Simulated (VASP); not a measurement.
# ZnS (F-43m) in VASP: a series of runs

ZnS is run at these levels: PBEsol; tasks: electric field gradients.

Program: VASP 6.6.1. These are calculated values, not measurements. Logs are shortened: lines on timing, memory, paths and dates and some standing lists are left out, and cuts for length are marked.

## (1) The cell of the first run

It takes space group F-43m (No. 216, cubic). The conventional cell has a = 5.299 Å, b = 5.299 Å, c = 5.299 Å, α = 90.00°, β = 90.00°, γ = 90.00°. Within 3.0 Å of Zn (site symmetry -43m) lie 4 S at 2.29 Å. S (site symmetry -43m) has 4 Zn at 2.29 Å within 3.0 Å.

## (2) Electric field gradients, PBEsol (volume scaled by 0.94)

Input file INCAR:

```
PREC = Accurate ; ENCUT = 520
EDIFF = 1E-8 ; ISMEAR = -1
SIGMA = 0.01 ; LREAL = F
LASPH = T ; NELM = 60
ALGO = Normal ; ISIF = 2
LWAVE = F ; LCHARG = F
GGA = PS ; LEFG = T
NBANDS = 16
```

Input file KPOINTS:

```
regular mesh
0
Gamma
  9 9 9
```

Input file POSCAR:

```
ZnS
1.0
    0.0000000000      2.6494375689      2.6494375689
    2.6494375689      0.0000000000      2.6494375689
    2.6494375689      2.6494375689      0.0000000000
Zn S
1 1
Direct
    0.0000000000      0.0000000000      0.0000000000
    0.7500000000      0.7500000000      0.7500000000
```

Potentials or basis: VASP PAW PBE potentials, release 64 (Zn, S).

Command:

```sh
> cat potpaw_PBE.64/Zn/POTCAR potpaw_PBE.64/S/POTCAR > POTCAR
> mpirun -np 1 vasp_std > vasp.out
```

OUTCAR:

```text
PREC = Accurate
   ENCUT = 520
   EDIFF = 1E-8
   ISMEAR = -1
   LREAL = F
   LASPH = T
   NELM = 60
   ISIF = 2
   GGA = PS

 ion  position               nearest neighbor table
   1  0.000  0.000  0.000-   2 2.29   2 2.29   2 2.29   2 2.29
   2  0.750  0.750  0.750-   1 2.29   1 2.29   1 2.29   1 2.29

  LATTYP: Found a face centered cubic cell.
 ALAT       =     5.2988751378

  Lattice vectors:

 A1 = (   0.0000000000,   2.6494375689,   2.6494375689)
 A2 = (   2.6494375689,   0.0000000000,   2.6494375689)
 A3 = (   2.6494375689,   2.6494375689,   0.0000000000)

Analysis of symmetry for initial positions (statically):
=====================================================================
 Subroutine PRICEL returns:
 Original cell was already a primitive cell.

 Routine SETGRP: Setting up the symmetry group for a
 face centered cubic supercell.

 Subroutine GETGRP returns: Found 24 space group operations
 (whereof 24 operations were pure point group operations)
 out of a pool of 48 trial point group operations.

The static configuration has the point symmetry T_d .

Analysis of symmetry for dynamics (positions and initial velocities):
=====================================================================
 Subroutine PRICEL returns:
 Original cell was already a primitive cell.

 Routine SETGRP: Setting up the symmetry group for a
 face centered cubic supercell.

 Subroutine GETGRP returns: Found 24 space group operations
 (whereof 24 operations were pure point group operations)
 out of a pool of 48 trial point group operations.

The dynamic configuration has the point symmetry T_d .

 Subroutine INISYM returns: Found 24 space group operations
 (whereof 24 operations are pure point group operations),
 and found     1 'primitive' translations

----------------------------------------------------------------------------------------

                                     Primitive cell

  volume of cell :      37.1956

  direct lattice vectors                    reciprocal lattice vectors
     0.000000000  2.649437569  2.649437569    -0.188719299  0.188719299  0.188719299
     2.649437569  0.000000000  2.649437569     0.188719299 -0.188719299  0.188719299
     2.649437569  2.649437569  0.000000000     0.188719299  0.188719299 -0.188719299

  length of vectors
     3.746870543  3.746870543  3.746870543     0.326871414  0.326871414  0.326871414

  position of ions in fractional coordinates (direct lattice)
     0.000000000  0.000000000  0.000000000
     0.750000000  0.750000000  0.750000000

  ion indices of the primitive-cell ions
   primitive index   ion index
                 1           1
                 2           2

----------------------------------------------------------------------------------------

 KPOINTS: regular mesh

Automatic generation of k-mesh.
 Grid dimensions read from file:
 generate k-points for:    9    9    9

 Generating k-lattice:

  Cartesian coordinates                     Fractional coordinates (reciprocal lattice)
    -0.020968811  0.020968811  0.020968811     0.111111111  0.000000000  0.000000000
     0.020968811 -0.020968811  0.020968811     0.000000000  0.111111111  0.000000000
     0.020968811  0.020968811 -0.020968811     0.000000000  0.000000000  0.111111111

  Length of vectors
     0.036319046  0.036319046  0.036319046

  Shift w.r.t. Gamma in fractional coordinates (k-lattice)
     0.000000000  0.000000000  0.000000000

 Subroutine IBZKPT returns following result:
 ===========================================

 Found     35 irreducible k-points:

 Following reciprocal coordinates:
            Coordinates               Weight
  0.000000  0.000000  0.000000      1.000000
  0.111111  0.000000  0.000000      8.000000
  0.222222  0.000000  0.000000      8.000000
  0.333333  0.000000  0.000000      8.000000
  0.444444  0.000000  0.000000      8.000000
  0.111111  0.111111  0.000000      6.000000
[... 16 lines left out ...]
 -0.333333  0.333333  0.000000     12.000000
  0.444444  0.444444  0.000000      6.000000
 [... further k-points ...]
   k-points           NKPTS =     35   k-points in BZ     NKDIM =     35   number of bands    NBANDS=     16
   number of dos      NEDOS =    301   number of ions     NIONS =      2
   total plane-waves  NPLWV =  21952
   dimension x,y,z NGX =    28 NGY =   28 NGZ =   28
   dimension x,y,z NGXF=    56 NGYF=   56 NGZF=   56
   ions per type =               1   1
   NGX,Y,Z   is equivalent  to a cutoff of  12.42, 12.42, 12.42 a.u.
   NGXF,Y,Z  is equivalent  to a cutoff of  24.85, 24.85, 24.85 a.u.
 SYSTEM =  unknown system
   PREC   = accura    normal or accurate (medium, high low for compatibility)
   ISTART =      0    job   : 0-new  1-cont  2-samecut
   ICHARG =      2    charge: 1-file 2-atom 10-const
   ISPIN  =      1    spin polarized calculation?
   LNONCOLLINEAR =      F non collinear calculations
   LSORBIT =      F    spin-orbit coupling
   LASPH  =      T    aspherical Exc in radial PAW
   ENCUT  =  520.0 eV  38.22 Ry    6.18 a.u.   6.97  6.97  6.97*2*pi/ulx,y,z
   NELM   =     60;   NELMIN=  2; NELMDL= -5     # of ELM steps
   EDIFF  = 0.1E-07   stopping-criterion for ELM
   LREAL  =      F    real-space projection
   EDIFFG = 0.1E-06   stopping-criterion for IOM
   NSW    =      0    number of steps for IOM
   IBRION =     -1    ionic relax: 0-MD 1-quasi-New 2-CG
   NFREE  =      0    steps in history (QN), initial steepest desc. (CG)
   ISIF   =      2    stress and relaxation
   ISYM   =      2    0-nonsym 1-usesym 2-fastsym
   POTIM  = 0.5000    time-step for ionic-motion
   TEBEG  =    0.0;   TEEND  =   0.0 temperature during run
   PSTRESS=    0.0 pullay stress
   NELECT =      18.0000    total number of electrons
   NUPDOWN=      -1.0000    fix difference up-down
   EMIN   =  10.00;   EMAX   =-10.00  energy-range for DOS
   EFERMI =   0.00;   METHOD = LEGACY
   ISMEAR =    -1;   SIGMA  =   0.01  broadening in eV -4-tet -1-fermi 0-gaus
   EFERMI_NEDOS =   21; number of points for ismear=-14 and -15
   IALGO  =     38    algorithm
   IMIX   =      4    mixing-type and parameters
     AMIX     =   0.40;   BMIX     =  1.00
     AMIX_MAG =   1.60;   BMIX_MAG =  1.00
  volume/ion in A,a.u.               =      18.60       125.50
  Fermi-wavevector in a.u.,A,eV,Ry     =   1.285293  2.428851 22.476509  1.651977
  Thomas-Fermi vector in A             =   2.417435
   LORBIT       =      0    0 simple, 1 ext, 2 COOP (PROOUT), +10 PAW based schemes
   GGA     = PS    functional components
   LHFCALC =     F    Hartree Fock is set to
   AEXX    =    0.0000 exact exchange contribution
   IVDW    =     0    specifies the selected vdW correction
   LEPSILON=     F    determine dielectric tensor
   LRPA    =     F    only Hartree local field effects (RPA)
 non-spin polarized calculation
  energy-cutoff  :      520.00
  volume of cell :       37.20
 maximum number of plane-waves:      1018
   NGX = 13   NGY = 13   NGZ = 13

 number of electron      18.0000015 magnetization

 Free energy of the ion-electron system (eV)
  ---------------------------------------------------
  ext. energy  EPLUGINS =         0.00000000
  ---------------------------------------------------
  free energy    TOTEN  =        -7.57673672 eV

  energy without entropy =       -7.57673672  energy(sigma->0) =       -7.57673672

 E-fermi :   2.8117     XC(G=0): -10.1289

 val. band max:        2.5833062080   @ k =   0.0000   0.0000   0.0000
 cond. band min:       4.8194443239   @ k =   0.0000   0.0000   0.0000
 fundamental gap:      2.2361381159
 Fermi energy:         2.8116513438

 k-point     1 :       0.0000    0.0000    0.0000
  band No.  band energies     occupation
      1     -11.0041      2.00000
      2      -4.0470      2.00000
      3      -4.0470      2.00000
      4      -4.0470      2.00000
      5      -3.4757      2.00000
      6      -3.4757      2.00000
[... 8 lines left out ...]
     15      14.3870      0.00000
     16      14.5528      0.00000

 k-point     2 :       0.1111    0.0000    0.0000
  band No.  band energies     occupation
      1     -10.8999      2.00000
      2      -4.0525      2.00000
      3      -4.0279      2.00000
      4      -4.0279      2.00000
      5      -3.4776      2.00000
      6      -3.4776      2.00000
[... 8 lines left out ...]
     15      13.8214      0.00000
     16      15.2403      0.00000
[... 387 lines left out ...]
      5      -3.4593      2.00000
      6      -3.1856      2.00000
[... 8 lines left out ...]
     15      14.2998      0.00000
     16      19.3982      0.00000

 k-point    24 :       0.4444    0.4444    0.0000
  band No.  band energies     occupation
      1      -9.6392      2.00000
      2      -4.1494      2.00000
      3      -3.6712      2.00000
      4      -3.6712      2.00000
      5      -3.3894      2.00000
      6      -3.3121      2.00000
[... 8 lines left out ...]
     15      16.3002      0.00000
     16      17.8374      0.00000

 [... further k-points ...]
[... 5 lines left out ...]
  --------------------------------------------------------------------------------------
  -------------------------------------------------------------------------------------
  Total        0.6900856      0.6900856      0.6900856     -0.0000000      0.0000000      0.0000000
  in kB       29.7250407     29.7250407     29.7250407     -0.0000000      0.0000000      0.0000000
  external PRESSURE =      29.7250407 kB  Pullay stress =       0.0000000 kB

 VOLUME and BASIS-vectors are now :
 -----------------------------------------------------------------------------
  energy-cutoff  :      520.00
  volume of cell :       37.20
      direct lattice vectors                 reciprocal lattice vectors
     0.000000000  2.649437569  2.649437569    -0.188719299  0.188719299  0.188719299
     2.649437569  0.000000000  2.649437569     0.188719299 -0.188719299  0.188719299
     2.649437569  2.649437569  0.000000000     0.188719299  0.188719299 -0.188719299

 POSITION                                       TOTAL-FORCE (eV/Angst)
 -----------------------------------------------------------------------------------
      0.00000      0.00000      0.00000         0.000000      0.000000      0.000000
      3.97416      3.97416      3.97416        -0.000000     -0.000000     -0.000000
 -----------------------------------------------------------------------------------
    total drift:                               -0.000002     -0.000002     -0.000002

  FREE ENERGIE OF THE ION-ELECTRON SYSTEM (eV)
  ---------------------------------------------------
  free  energy   TOTEN  =        -7.5767367250 eV

  energy  without entropy=       -7.5767367250  energy(sigma->0) =       -7.57673672

 Electric field gradients (V/A^2)
---------------------------------------------------------------------
 ion       V_xx      V_yy      V_zz      V_xy      V_xz      V_yz
---------------------------------------------------------------------
   1      -0.000     0.000    -0.000     0.001     0.001     0.001
   2       0.000     0.000     0.000    -0.000    -0.000    -0.000
---------------------------------------------------------------------

 Electric field gradients after diagonalization (V/A^2)
 (convention: |V_zz| > |V_xx| > |V_yy|)
----------------------------------------------------------------------
 ion       V_xx      V_yy      V_zz     asymmetry (V_yy - V_xx)/ V_zz
----------------------------------------------------------------------
   1      -0.001    -0.001     0.002       0.000
   2       0.000     0.000    -0.001       0.000
----------------------------------------------------------------------

           NMR quadrupolar parameters

 Cq : quadrupolar parameter    Cq=e*Q*V_zz/h
 eta: asymmetry parameters     (V_yy - V_xx)/ V_zz
 Q  : nuclear electric quadrupole moment in mb (millibarn)
----------------------------------------------------------------------
 ion       Cq(MHz)       eta       Q (mb)
----------------------------------------------------------------------
   1       0.000       0.000       1.000
   2      -0.000       0.000       1.000
----------------------------------------------------------------------
```

It took 18 s on 1 thread of Intel Xeon 6975P-C, shared host; peak memory 0.16 GiB.

Results:

- Free energy: -7.5767 eV
- Pressure: 3.0 GPa
- Band gap on the k mesh: 2.24 eV, direct

Caveat: without QUAD_EFG the Cq values of the log hold for a quadrupole moment of 1 mb, not for the nuclei; the PAW data sets were made with another functional, which shifts forces and pressure a little.

(Part 1 of 2 ends here.)
